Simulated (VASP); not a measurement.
# CdSe: single point with PBEsol

The system is CdSe.

```
Cd Se
1.0
     0.00000    3.19557    3.19557
     3.19557    0.00000    3.19557
     3.19557    3.19557    0.00000
Cd Se
1 1
Direct
  0.00000 0.00000 0.00000
  0.75000 0.75000 0.75000
```

```
Program             : VASP 6.6.1
Task                : single point
Functional          : PBEsol
Potentials or basis : VASP PAW PBE potentials, release 64 (Cd, Se)
Cutoff              : 520 eV
k mesh              : 10 × 10 × 10
Occupations         : gaussian, width 0.05 eV
Spin                : no spin polarisation
```

The pressure is -5.3 GPa. The band gap on the k mesh is 0.19 eV, direct.

Levels at points of the mesh, in eV from the valence-band top:
| k point | band 7 | band 8 | band 9 | band 10 | band 11 | band 12 |
| --- | --- | --- | --- | --- | --- | --- |
| (0.00, 0.00, 0.00) | 0.00 | 0.00 | 0.00 | 0.19 | 5.82 | 5.82 |
| (0.50, 0.00, 0.00) | -3.66 | -0.57 | -0.57 | 2.09 | 6.29 | 6.29 |
| (0.50, 0.50, 0.00) | -3.50 | -1.42 | -1.42 | 3.25 | 3.47 | 8.34 |

It took 21 s on 1 thread of Intel(R) Xeon(R) 6975P-C (Granite Rapids), with other jobs on the host, peak memory 0.23 GiB.

Caveat: the PAW data sets were made with another functional, which shifts forces and pressure a little.
